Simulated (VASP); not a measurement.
# LiCd3 (Fm-3m) in VASP: notebook

LiCd3 is run at these levels: LDA; tasks: single point, relaxation of cell and atoms.

Everything below comes from runs of VASP 6.6.1. Logs are shortened: lines on timing, memory, paths and dates and some standing lists are left out, and cuts for length are marked.

### Step 1. The cell of the first run

Symmetry: Fm-3m, No. 225, cubic system. Conventional cell: a = 6.598 Å, b = 6.598 Å, c = 6.598 Å, α = 90.00°, β = 90.00°, γ = 90.00°. Within 3.8 Å of Li (site symmetry m-3m) lie 14 Cd at 2.86 to 3.30 Å. Within 3.8 Å of Cd (site symmetry -43m) lie 4 Li at 2.86 Å and 10 Cd at 2.86 to 3.30 Å. Within 3.8 Å of Cd (site symmetry m-3m) lie 8 Cd at 2.86 Å and 6 Li at 3.30 Å.

### Step 2. Single point, LDA

Contents of INCAR:

```
ALGO     = Normal         # electronic algorithm
EDIFF    = 1E-7           # SCF threshold, eV
ENCUT    = 520            # plane-wave cutoff, eV
GGA      = CA             # functional
ISIF     = 2              # what is computed and relaxed
ISMEAR   = 0              # smearing method
LASPH    = T              # aspherical terms in the spheres
LCHARG   = T              # write CHGCAR
LELF     = T              # ELF
LREAL    = F              # projectors in reciprocal space
LVHAR    = T            
LWAVE    = F              # write WAVECAR
NBANDS   = 28             # bands
NELM     = 80             # most SCF steps
PREC     = Accurate       # precision mode
SIGMA    = 0.02           # smearing width, eV
```

Contents of KPOINTS:

```
k-points
0
Gamma
  6 6 6
```

Contents of POSCAR:

```
LiCd3
1.0
    0.0000000000      3.2992262154      3.2992262154
    3.2992262154      0.0000000000      3.2992262154
    3.2992262154      3.2992262154      0.0000000000
Li Cd
1 3
Direct
    0.0000000000      0.0000000000      0.0000000000
    0.2500000000      0.2500000000      0.2500000000
    0.7500000000      0.7500000000      0.7500000000
    0.5000000000      0.5000000000      0.5000000000
```

Potentials or basis: VASP PAW LDA potentials, release 64 (Li_sv, Cd).

On the command line:

```
$ cat potpaw_LDA.64/Li_sv/POTCAR potpaw_LDA.64/Cd/POTCAR > POTCAR
$ mpirun -np 1 vasp_std > vasp.out
```

OUTCAR:

```text
EDIFF = 1E-7
   ENCUT = 520
   GGA = CA
   ISIF = 2
   ISMEAR = 0
   LASPH = T
   LREAL = F
   NELM = 80
   PREC = Accurate

 ion  position               nearest neighbor table
   1  0.000  0.000  0.000-   3 2.86   3 2.86   3 2.86   2 2.86   2 2.86   2 2.86   3 2.86   2 2.86

   2  0.250  0.250  0.250-   1 2.86   1 2.86   1 2.86   4 2.86   4 2.86   4 2.86   4 2.86   1 2.86
                             3 3.30   3 3.30   3 3.30   3 3.30   3 3.30   3 3.30
   3  0.750  0.750  0.750-   4 2.86   4 2.86   4 2.86   1 2.86   1 2.86   1 2.86   4 2.86   1 2.86
                             2 3.30   2 3.30   2 3.30   2 3.30   2 3.30   2 3.30
   4  0.500  0.500  0.500-   2 2.86   2 2.86   2 2.86   3 2.86   3 2.86   3 2.86   3 2.86   2 2.86

  LATTYP: Found a face centered cubic cell.
 ALAT       =     6.5984524308

  Lattice vectors:

 A1 = (   0.0000000000,   3.2992262154,   3.2992262154)
 A2 = (   3.2992262154,   0.0000000000,   3.2992262154)
 A3 = (   3.2992262154,   3.2992262154,   0.0000000000)

Analysis of symmetry for initial positions (statically):
=====================================================================
 Subroutine PRICEL returns:
 Original cell was already a primitive cell.

 Routine SETGRP: Setting up the symmetry group for a
 face centered cubic supercell.

 Subroutine GETGRP returns: Found 48 space group operations
 (whereof 48 operations were pure point group operations)
 out of a pool of 48 trial point group operations.

The static configuration has the point symmetry O_h .

Analysis of symmetry for dynamics (positions and initial velocities):
=====================================================================
 Subroutine PRICEL returns:
 Original cell was already a primitive cell.

 Routine SETGRP: Setting up the symmetry group for a
 face centered cubic supercell.

 Subroutine GETGRP returns: Found 48 space group operations
 (whereof 48 operations were pure point group operations)
 out of a pool of 48 trial point group operations.

The dynamic configuration has the point symmetry O_h .

 Subroutine INISYM returns: Found 48 space group operations
 (whereof 48 operations are pure point group operations),
 and found     1 'primitive' translations

----------------------------------------------------------------------------------------

                                     Primitive cell

  volume of cell :      71.8235

  direct lattice vectors                    reciprocal lattice vectors
     0.000000000  3.299226215  3.299226215    -0.151550687  0.151550687  0.151550687
     3.299226215  0.000000000  3.299226215     0.151550687 -0.151550687  0.151550687
     3.299226215  3.299226215  0.000000000     0.151550687  0.151550687 -0.151550687

  length of vectors
     4.665810459  4.665810459  4.665810459     0.262493490  0.262493490  0.262493490

  position of ions in fractional coordinates (direct lattice)
     0.000000000  0.000000000  0.000000000
     0.250000000  0.250000000  0.250000000
     0.750000000  0.750000000  0.750000000
     0.500000000  0.500000000  0.500000000

  ion indices of the primitive-cell ions
   primitive index   ion index
                 1           1
                 2           2
                 3           3
                 4           4

----------------------------------------------------------------------------------------

 KPOINTS: k-points

Automatic generation of k-mesh.
 Grid dimensions read from file:
 generate k-points for:    6    6    6

 Generating k-lattice:

  Cartesian coordinates                     Fractional coordinates (reciprocal lattice)
    -0.025258448  0.025258448  0.025258448     0.166666667  0.000000000  0.000000000
     0.025258448 -0.025258448  0.025258448     0.000000000  0.166666667  0.000000000
     0.025258448  0.025258448 -0.025258448     0.000000000  0.000000000  0.166666667

  Length of vectors
     0.043748915  0.043748915  0.043748915

  Shift w.r.t. Gamma in fractional coordinates (k-lattice)
     0.000000000  0.000000000  0.000000000

 Subroutine IBZKPT returns following result:
 ===========================================

 Found     16 irreducible k-points:

 Following reciprocal coordinates:
            Coordinates               Weight
  0.000000  0.000000  0.000000      1.000000
  0.166667  0.000000  0.000000      8.000000
  0.333333  0.000000  0.000000      8.000000
  0.500000  0.000000  0.000000      4.000000
  0.166667  0.166667  0.000000      6.000000
  0.333333  0.166667  0.000000     24.000000
[... 8 lines left out ...]
 -0.333333  0.333333  0.166667     24.000000
 -0.333333  0.500000  0.166667     12.000000
   k-points           NKPTS =     16   k-points in BZ     NKDIM =     16   number of bands    NBANDS=     28
   number of dos      NEDOS =    301   number of ions     NIONS =      4
   total plane-waves  NPLWV =  46656
   dimension x,y,z NGX =    36 NGY =   36 NGZ =   36
   dimension x,y,z NGXF=    72 NGYF=   72 NGZF=   72
   ions per type =               1   3
   NGX,Y,Z   is equivalent  to a cutoff of  12.83, 12.83, 12.83 a.u.
   NGXF,Y,Z  is equivalent  to a cutoff of  25.65, 25.65, 25.65 a.u.
 SYSTEM =  unknown system
   PREC   = accura    normal or accurate (medium, high low for compatibility)
   ISTART =      0    job   : 0-new  1-cont  2-samecut
   ICHARG =      2    charge: 1-file 2-atom 10-const
   ISPIN  =      1    spin polarized calculation?
   LNONCOLLINEAR =      F non collinear calculations
   LSORBIT =      F    spin-orbit coupling
   LASPH  =      T    aspherical Exc in radial PAW
   ENCUT  =  520.0 eV  38.22 Ry    6.18 a.u.   8.68  8.68  8.68*2*pi/ulx,y,z
   NELM   =     80;   NELMIN=  2; NELMDL= -5     # of ELM steps
   EDIFF  = 0.1E-06   stopping-criterion for ELM
   LREAL  =      F    real-space projection
   EDIFFG = 0.1E-05   stopping-criterion for IOM
   NSW    =      0    number of steps for IOM
   IBRION =     -1    ionic relax: 0-MD 1-quasi-New 2-CG
   NFREE  =      0    steps in history (QN), initial steepest desc. (CG)
   ISIF   =      2    stress and relaxation
   ISYM   =      2    0-nonsym 1-usesym 2-fastsym
   POTIM  = 0.5000    time-step for ionic-motion
   TEBEG  =    0.0;   TEEND  =   0.0 temperature during run
   PSTRESS=    0.0 pullay stress
   NELECT =      39.0000    total number of electrons
   NUPDOWN=      -1.0000    fix difference up-down
   EMIN   =  10.00;   EMAX   =-10.00  energy-range for DOS
   EFERMI =   0.00;   METHOD = LEGACY
   ISMEAR =     0;   SIGMA  =   0.02  broadening in eV -4-tet -1-fermi 0-gaus
   EFERMI_NEDOS =   21; number of points for ismear=-14 and -15
   IALGO  =     38    algorithm
   IMIX   =      4    mixing-type and parameters
     AMIX     =   0.40;   BMIX     =  1.00
     AMIX_MAG =   1.60;   BMIX_MAG =  1.00
  volume/ion in A,a.u.               =      17.96       121.17
  Fermi-wavevector in a.u.,A,eV,Ry     =   1.335593  2.523906 24.270206  1.783810
  Thomas-Fermi vector in A             =   2.464286
   LORBIT       =      0    0 simple, 1 ext, 2 COOP (PROOUT), +10 PAW based schemes
   GGA     = CA    functional components
   LHFCALC =     F    Hartree Fock is set to
   AEXX    =    0.0000 exact exchange contribution
   IVDW    =     0    specifies the selected vdW correction
   LEPSILON=     F    determine dielectric tensor
   LRPA    =     F    only Hartree local field effects (RPA)
 non-spin polarized calculation
 Gauss-broadening in eV      SIGMA  =   0.02
  energy-cutoff  :      520.00
  volume of cell :       71.82
 maximum number of plane-waves:      1964
   NGX = 17   NGY = 17   NGZ = 17

 number of electron      39.0000024 magnetization

 Free energy of the ion-electron system (eV)
  ---------------------------------------------------
  ext. energy  EPLUGINS =         0.00000000
  ---------------------------------------------------
  free energy    TOTEN  =        -7.44407743 eV

  energy without entropy =       -7.44329223  energy(sigma->0) =       -7.44368483

 E-fermi :   3.0708     XC(G=0): -11.2515

 val. band max:        2.9645200462   @ k =   0.5000   0.1667   0.0000
 cond. band min:       3.0844862060   @ k =   0.3333   0.1667   0.0000
 fundamental gap:      0.1199661598
 Fermi energy:         3.0708047990

 k-point     1 :       0.0000    0.0000    0.0000
  band No.  band energies     occupation
      1     -42.5036      2.00000
      2      -6.7517      2.00000
      3      -6.7517      2.00000
      4      -6.3987      2.00000
      5      -6.3987      2.00000
      6      -6.3987      2.00000
[... 20 lines left out ...]
     27       7.5815      0.00000
     28       7.6486      0.00000

 k-point     2 :       0.1667    0.0000    0.0000
  band No.  band energies     occupation
      1     -42.5036      2.00000
      2      -6.6834      2.00000
      3      -6.6834      2.00000
      4      -6.5394      2.00000
      5      -6.4843      2.00000
      6      -6.4843      2.00000
[... 20 lines left out ...]
     27       8.5210      0.00000
     28      10.1778      0.00000

 k-point     3 :       0.3333    0.0000    0.0000
  band No.  band energies     occupation
      1     -42.5035      2.00000
      2      -6.5765      2.00000
      3      -6.5765      2.00000
      4      -6.5650      2.00000
      5      -6.4982      2.00000
      6      -6.4982      2.00000
[... 20 lines left out ...]
     27      10.2882      0.00000
     28      13.9856      0.00000

 k-point     4 :       0.5000    0.0000    0.0000
  band No.  band energies     occupation
      1     -42.5035      2.00000
      2      -6.6080      2.00000
      3      -6.6080      2.00000
      4      -6.5241      2.00000
      5      -6.3575      2.00000
      6      -6.3575      2.00000
[... 330 lines left out ...]
     27      11.9311      0.00000
     28      13.7407      0.00000

 k-point    15 :      -0.3333    0.3333    0.1667
  band No.  band energies     occupation
      1     -42.5035      2.00000
      2      -6.6607      2.00000
      3      -6.6493      2.00000
      4      -6.5664      2.00000
      5      -6.4322      2.00000
      6      -6.3525      2.00000
[... 20 lines left out ...]
     27      12.9458      0.00000
     28      13.1297      0.00000

 k-point    16 :      -0.3333    0.5000    0.1667
  band No.  band energies     occupation
      1     -42.5034      2.00000
      2      -6.6825      2.00000
      3      -6.6524      2.00000
      4      -6.5891      2.00000
      5      -6.5666      2.00000
      6      -6.2281      2.00000
[... 20 lines left out ...]
     27      13.1201      0.00000
     28      13.9941      0.00000

------------------------ aborting loop because EDIFF is reached ----------------------------------------

  FORCE on cell =-STRESS in cart. coord.  units (eV):
  Direction    XX          YY          ZZ          XY          YZ          ZX
  --------------------------------------------------------------------------------------
  -------------------------------------------------------------------------------------
  Total        0.2640295      0.2640295      0.2640295      0.0000000      0.0000000      0.0000000
  in kB        5.8897492      5.8897492      5.8897492      0.0000000      0.0000000      0.0000000
  external PRESSURE =       5.8897492 kB  Pullay stress =       0.0000000 kB

 VOLUME and BASIS-vectors are now :
 -----------------------------------------------------------------------------
  energy-cutoff  :      520.00
  volume of cell :       71.82
      direct lattice vectors                 reciprocal lattice vectors
     0.000000000  3.299226215  3.299226215    -0.151550687  0.151550687  0.151550687
     3.299226215  0.000000000  3.299226215     0.151550687 -0.151550687  0.151550687
     3.299226215  3.299226215  0.000000000     0.151550687  0.151550687 -0.151550687

 POSITION                                       TOTAL-FORCE (eV/Angst)
 -----------------------------------------------------------------------------------
      0.00000      0.00000      0.00000         0.000000      0.000000     -0.000000
      1.64961      1.64961      1.64961        -0.000000     -0.000000     -0.000000
      4.94884      4.94884      4.94884        -0.000000      0.000000      0.000000
      3.29923      3.29923      3.29923         0.000000      0.000000     -0.000000
 -----------------------------------------------------------------------------------
    total drift:                                0.000000      0.000000      0.000000

  FREE ENERGIE OF THE ION-ELECTRON SYSTEM (eV)
  ---------------------------------------------------
  free  energy   TOTEN  =        -7.4440774335 eV

  energy  without entropy=       -7.4432922278  energy(sigma->0) =       -7.44368483
```

Wall time 43 s (1 thread of Intel Xeon Platinum 8259CL at 2.50GHz (Skylake/Cascade Lake), shared host); peak memory 0.18 GiB.

Results:

```yaml
Free_energy: -7.4441 eV
Band_gap_on_the_k_mesh: zero (an odd number of electrons rules out a gap without spin polarisation)
```

Caveat: the cutoff is under 1.25 times the usual one of these potentials, so pressure, stress and relaxed cells hold a basis-set (Pulay) error.

### Step 3. Relaxation of cell and atoms, LDA

This run uses another cell than the first one, of 19.60 Å³/atom.

Contents of INCAR:

```
PREC = Accurate
ENCUT = 600
EDIFF = 1E-7
ISMEAR = 0
SIGMA = 0.02
LREAL = F
LASPH = T
NELM = 60
ALGO = Normal
ISIF = 3
LWAVE = F
LCHARG = F
IBRION = 2
NSW = 80
EDIFFG = -0.01
```

Contents of KPOINTS:

```
regular mesh
0
Gamma
  6 6 6
```

Contents of POSCAR:

```
LiCd3
1.0
    0.0000000000      3.3967109600      3.3967109600
    3.3967109600      0.0000000000      3.3967109600
    3.3967109600      3.3967109600      0.0000000000
Li Cd
1 3
Direct
    0.0000000000      0.0000000000      0.0000000000
    0.2500000000      0.2500000000      0.2500000000
    0.7500000000      0.7500000000      0.7500000000
    0.5000000000      0.5000000000      0.5000000000
```

Potentials or basis: VASP PAW LDA potentials, release 64 (Li_sv, Cd).

On the command line:

```
$ cat potpaw_LDA.64/Li_sv/POTCAR potpaw_LDA.64/Cd/POTCAR > POTCAR
$ mpirun -np 1 vasp_std > vasp.out
```

It took 94 s on 1 thread of Intel Xeon Platinum 8259CL at 2.50GHz (Skylake/Cascade Lake), shared host; peak memory 0.22 GiB.

It converged, with:

```
Free energy                           : -7.4490 eV
Relaxed volume                        : 18.08 Å³/atom
Relaxed cell                          : a = 4.676 Å, b = 4.676 Å, c = 4.676 Å, α = 60.00°, β = 60.00°, γ = 60.00°
Space group after relaxing (to 0.1 Å) : Fm-3m (No. 225)
Energy gained by relaxing             : 20.2 meV/atom
Ionic steps                           : 3
Pressure after relaxing               : 0.0 GPa
Band gap on the k mesh                : zero (an odd number of electrons rules out a gap without spin polarisation)
```

Step by step:
| step | energy change (eV) | largest force (eV/Å) | pressure (GPa) | volume (Å³) |
| --- | --- | --- | --- | --- |
| 1 | 0.0000 | 0.0000 | -3.61 | 78.38 |
| 2 | -0.0769 | 0.0000 | -1.02 | 73.47 |
| 3 | -0.0806 | 0.0000 | 0.02 | 72.32 |

Final structure:
```
Li Cd
1.0
     0.00000    3.30677    3.30677
     3.30677    0.00000    3.30677
     3.30677    3.30677    0.00000
Li Cd
1 3
Direct
  0.00000 0.00000 0.00000
  0.25000 0.25000 0.25000
  0.75000 0.75000 0.75000
  0.50000 0.50000 0.50000
```

Levels at points of the mesh, in eV from the Fermi level:
| k point | band 16 | band 17 | band 18 | band 19 | band 20 | band 21 | band 22 | band 23 |
| --- | --- | --- | --- | --- | --- | --- | --- | --- |
| (0.00, 0.00, 0.00) | -8.34 | -8.34 | 2.49 | 2.57 | 2.57 | 2.57 | 3.44 | 3.44 |
| (0.50, 0.00, 0.00) | -8.25 | -5.92 | -5.38 | 1.37 | 1.37 | 2.11 | 2.28 | 2.28 |
| (0.50, 0.50, 0.00) | -8.17 | -4.96 | -4.52 | -1.83 | -1.83 | -0.44 | 2.44 | 9.11 |

Caveat: the cutoff is under 1.25 times the usual one of these potentials, so pressure, stress and relaxed cells hold a basis-set (Pulay) error.

The gap in the log of VASP goes by the Fermi energy; the results here count the filled bands.